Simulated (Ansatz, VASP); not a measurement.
**Two plane-wave programs on Al**

The input INCAR:

```
SYSTEM = Al
PREC     = Accurate       ! precision mode
ENCUT    = 520            ! plane-wave cutoff, eV
EDIFF    = 1E-7           ! SCF threshold, eV
ISMEAR   = -1             ! smearing method
SIGMA    = 0.1            ! smearing width, eV
LREAL    = .FALSE.        ! projectors in reciprocal space
LASPH    = .TRUE.         ! aspherical terms in the spheres
NELM     = 60             ! most SCF steps
ALGO     = Normal         ! electronic algorithm
ISIF     = 2              ! what is computed and relaxed
LWAVE    = .FALSE.        ! write WAVECAR
LCHARG   = .FALSE.        ! write CHGCAR
GGA      = CA             ! functional
NBANDS   = 8              ! bands
```

Contents of KPOINTS:

```
Automatic mesh
0
G
  22 22 22
  0 0 0
```

Contents of POSCAR:

```
Al
1.0
    0.0000000000      2.0178174164      2.0178174164
    2.0178174164      0.0000000000      2.0178174164
    2.0178174164      2.0178174164      0.0000000000
Al
1
Direct
    0.0000000000      0.0000000000      0.0000000000
```

Input for Ansatz:

```yaml
crystal:
  lattice:
    - [0.0, 2.017817416, 2.017817416]
    - [2.017817416, 0.0, 2.017817416]
    - [2.017817416, 2.017817416, 0.0]
  atoms:
    - { symbol: Al, position: [0.0, 0.0, 0.0] }
hamiltonian:
  xc: lda
  pseudopotentials:
    kind: paw
    azcp:
      Al: "pseudopotentials/Al.paw.azcp"
basis:
  ecutwfc: 420
  fft_grid_basis: typed
kpoints:
  mp_grid: { grid: [22, 22, 22], shift: [0, 0, 0] }
magnetization:
  spin_polarized: false
scf:
  occupations: { method: fermi_dirac, width: 0.1 }
output:
  stress: true
```

Alike in both runs: task single point; functional LDA; k mesh 22 × 22 × 22; occupations fermi-dirac, width 0.1 eV; no spin polarisation.

```csv
,VASP,Ansatz
version,VASP 6.6.1,Ansatz 0.2.0
potentials or method,"VASP PAW LDA potentials, release 64 (Al), cutoff 520 eV","plane waves (420 eV) with PAW, scalar-relativistic"
valence electrons in the cell,3,3
```

|  | VASP | Ansatz | Ansatz less VASP |
| --- | --- | --- | --- |
| pressure (GPa) | -2.9 | -3.0 | -0.05 |

Ansatz warns that its potentials were made for another functional, while VASP's fit it. LDA's correlation is that of Perdew and Zunger in VASP and of Perdew and Wang (1992) in Ansatz.
